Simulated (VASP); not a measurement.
**Te: single point with LDA**

The system is Te.

```
CELL_PARAMETERS angstrom
4.28228 0.00000 0.00000
-2.14114 3.70856 0.00000
0.00000 0.00000 5.92449
ATOMIC_POSITIONS crystal
Te 0.28501 0.00000 0.33333
Te 0.00000 0.28501 0.66667
Te 0.71499 0.71499 0.00000
```

```
Program             : VASP 6.6.1
Task                : single point
Functional          : LDA
Potentials or basis : VASP PAW LDA potentials, release 64 (Te)
Cutoff              : 520 eV
k mesh              : 12 × 12 × 8
Occupations         : fermi-dirac, width 0.05 eV
Spin                : no spin polarisation
```

```
Pressure               : 0.2 GPa
Largest force          : 0.048 eV/Å
Band gap on the k mesh : zero (filled and empty bands touch)
```

Forces in eV/Å, atoms in the order of the input:
```
Te   0.048  0.000  0.000
Te  -0.024  0.041  0.000
Te  -0.024 -0.041  0.000
```

Stress tensor (GPa, compression positive):
```
0.11 0.00 0.00
0.00 0.11 0.00
0.00 0.00 0.25
```

Levels at points of the mesh, in eV from the Fermi level:
```csv
k point,band 6,band 7,band 8,band 9,band 10,band 11,band 12,band 13
"(0.00, 0.00, 0.00)",-2.66,-1.86,-1.86,-1.22,0.95,0.95,1.64,4.73
"(0.50, 0.00, 0.00)",-4.18,-4.02,-0.90,-0.77,0.49,0.51,2.29,3.80
"(0.00, 0.00, 0.50)",-2.75,-1.34,-0.90,-0.90,0.18,0.25,0.25,3.54
"(0.50, 0.00, 0.50)",-3.77,-2.89,-2.62,-0.38,0.28,1.99,2.64,4.12
```

Wall time 3.9 min on 1 thread of Intel Xeon 8259CL, with other jobs on the host, peak memory 0.25 GiB.

Caveat: spin-orbit coupling is left out, which moves the levels of the heavy elements.
